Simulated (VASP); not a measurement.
The system is Ir.

```
Ir
1.0
     0.00000    1.92218    1.92218
     1.92218    0.00000    1.92218
     1.92218    1.92218    0.00000
Ir
1
Direct
  0.00000 0.00000 0.00000
```

Base run:

* Program: VASP 6.6.1
* Functional: r2SCAN
* Potentials or basis: VASP PAW PBE potentials, release 64 (Ir)
* Cutoff: 520 eV
* k mesh: 18 × 18 × 18
* Occupations: gaussian, width 0.05 eV
* Spin: no spin polarisation

Its results: pressure 2.4 GPa.

Question: The run is repeated on the same cell with these changes: potentials or basis from VASP PAW PBE potentials, release 64 (Ir) to VASP PAW PBE potentials, release 64 (Ir_sv_GW); cutoff from 520 eV to 550 eV; further incar settings from ALGO = Normal; EDIFF = 1e-06; NBANDS = 10 to ALGO = Normal; EDIFF = 1e-06; NBANDS = 14; valence electrons from 9 to 17. What comes out?

Answer: Pressure -2.3 GPa.

Caveats: the PAW data sets were made with another functional, which shifts forces and pressure a little.
